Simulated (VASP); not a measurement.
SnTe:

```xyz
2
Lattice="0.0000 3.2072 3.2072 3.2072 0.0000 3.2072 3.2072 3.2072 0.0000" Properties=species:S:1:pos:R:3 pbc="T T T"
Sn    0.0000    0.0000    0.0000
Te    3.2072    3.2072    3.2072
```

```yaml
Program: VASP 6.6.1
Task: relaxation of cell and atoms
Functional: LDA
Potentials_or_basis: VASP PAW LDA potentials, release 64 (Sn_d, Te)
Cutoff: 600 eV
k_mesh: 6 × 6 × 6
Occupations: fermi-dirac, width 0.02 eV
Spin: no spin polarisation
```

At the start: pressure -3.5 GPa; volume 32.99 Å³/atom.

**Question.** How do energy, volume and symmetry change on relaxing?

**Answer.** Over 3 steps the energy falls by 31.5 meV/atom and the volume is 30.34 Å³/atom (-8.0 %); space group Fm-3m (No. 225, to 0.1 Å) before and after.

The path:
```tsv
step	energy change (eV)	largest force (eV/Å)	pressure (GPa)	volume (Å³)
1	0.0000	0.0000	-3.48	65.98
2	-0.0581	0.0000	1.21	59.37
3	-0.0630	0.0000	0.02	60.68
```

Final structure:
```yaml
crystal:
  lattice:
    - [0.00000, 3.11888, 3.11888]
    - [3.11888, 0.00000, 3.11888]
    - [3.11888, 3.11888, 0.00000]
  atoms:
    - { symbol: Sn, position: [0.00000, 0.00000, 0.00000] }
    - { symbol: Te, position: [0.50000, 0.50000, 0.50000] }
```
